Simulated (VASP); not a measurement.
A run of VASP 6.6.1:

INCAR

```
PREC = Accurate ; ENCUT = 520
EDIFF = 1E-6 ; ISMEAR = 1
SIGMA = 0.05 ; LREAL = False
LASPH = True ; NELM = 80
ALGO = Normal ; ISIF = 2
LWAVE = False ; LCHARG = True
GGA = PS ; LELF = True
LVHAR = True ; NBANDS = 11
```

The input KPOINTS:

```
regular mesh
0
Gamma
  10 10 10
```

POSCAR

```
Pt
1.0
    0.0000000000      2.0056264069      2.0056264069
    2.0056264069      0.0000000000      2.0056264069
    2.0056264069      2.0056264069      0.0000000000
Pt
1
Direct
    0.0000000000      0.0000000000      0.0000000000
```

Potentials or basis: VASP PAW PBE potentials, release 64 (Pt).

Run with:

```bash
$ cat potpaw_PBE.64/Pt/POTCAR > POTCAR
$ mpirun -np 1 vasp_std > vasp.out
```

Hardware: 1 thread of AMD EPYC 7R13 Processor (Zen 3), on a shared host.

Question: Estimate the wall time of this run.

Answer: Wall time 6.9 s on 1 thread of AMD EPYC 7R13 Processor (Zen 3), on a shared host, peak memory 0.11 GiB. Counts: scf iterations 11, k points 47.
